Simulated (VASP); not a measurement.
Set up this calculation in VASP 6.6.1, as the native input.

```yaml
Task: single point
Functional: LDA
Potentials_or_basis: VASP PAW LDA potentials, release 64 (Si, Ge_d)
Cutoff: 520 eV
k_mesh: 12 × 12 × 8
Occupations: gaussian, width 0.03 eV
Spin: no spin polarisation
Dipole_correction: no
Further_INCAR_settings: ALGO = Normal; EDIFF = 1e-06; NBANDS = 26
```

The structure of SiGe lies in POSCAR:

```
SiGe
1.0
    4.1218011386      0.0000000000      0.0000000000
   -2.0609005693      3.5695844954      0.0000000000
    0.0000000000      0.0000000000      5.7883979793
Si Ge
2 2
Direct
    0.6666666667      0.3333333333      0.8746070000
    0.3333333333      0.6666666667      0.3746070000
    0.6666666667      0.3333333333      0.5003920000
    0.3333333333      0.6666666667      0.0003920000
```

This cell differs from its parent crystal: ratio of the length along z to the lengths across it x 0.85, volume and fractional coordinates fixed.

These files were run (other wordings do the same):

INCAR

```
SYSTEM = SiGe
PREC     = Accurate       ! precision mode
ENCUT    = 520            ! plane-wave cutoff, eV
EDIFF    = 1E-6           ! SCF threshold, eV
ISMEAR   = 0              ! smearing method
SIGMA    = 0.03           ! smearing width, eV
LREAL    = .FALSE.        ! projectors in reciprocal space
LASPH    = .TRUE.         ! aspherical terms in the spheres
NELM     = 80             ! most SCF steps
ALGO     = Normal         ! electronic algorithm
ISIF     = 2              ! what is computed and relaxed
LWAVE    = .FALSE.        ! write WAVECAR
LCHARG   = .FALSE.        ! write CHGCAR
GGA      = CA             ! functional
NBANDS   = 26             ! bands
```

KPOINTS

```
regular mesh
0
G
  12 12 8
  0 0 0
```

Potentials or basis: VASP PAW LDA potentials, release 64 (Si, Ge_d).

The run is started by

```console
$ cat potpaw_LDA.64/Si/POTCAR potpaw_LDA.64/Ge_d/POTCAR > POTCAR
$ mpirun -np 1 vasp_std > vasp.out
```

Results of the run:

The pressure is 2.1 GPa, the largest force is 2.536 eV/Å and the band gap on the k mesh is zero (band 18 reaches 5.62 eV, above the bottom of band 19 at 4.88 eV).

Caveat: forces of over 1 eV/Å act on the atoms, so gaps and moduli don't describe the material at rest.

Run time: 2.6 min on 1 thread of Intel(R) Xeon(R) Platinum 8375C CPU @ 2.90GHz (Ice Lake) (shared host), peak memory 0.29 GiB.
